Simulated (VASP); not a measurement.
C:

```
C
1.0
     2.52379    0.00000    0.00000
    -1.26189    2.18567    0.00000
     0.00000    0.00000    4.19900
C
4
Direct
  0.33333 0.66667 0.06269
  0.66667 0.33333 0.56269
  0.33333 0.66667 0.43731
  0.66667 0.33333 0.93731
```

Base run:

* Program: VASP 6.6.1
* Functional: RPBE
* Potentials or basis: VASP PAW PBE potentials, release 64 (C)
* Cutoff: 520 eV
* k mesh: 13 × 13 × 7
* Occupations: fermi-dirac, width 0.05 eV
* Spin: no spin polarisation

Its results: band gap on the k mesh 3.57 eV, indirect (least direct gap 4.94 eV); pressure 0.4 GPa; largest force 0.006 eV/Å.

Problem. The run is repeated on the same cell with these changes: k mesh from 13 × 13 × 7 to 12 × 12 × 7; further incar settings from ALGO = Normal; EDIFF = 1e-07; NBANDS = 16 to ALGO = Normal; EDIFF = 1e-06; NBANDS = 16. What comes out?

Solution. Band gap on the k mesh 3.45 eV, indirect (least direct gap 4.94 eV); pressure 0.4 GPa; largest force 0.006 eV/Å.

Caveats: the PAW data sets were made with another functional, which shifts forces and pressure a little.

A k mesh can miss the band edges.
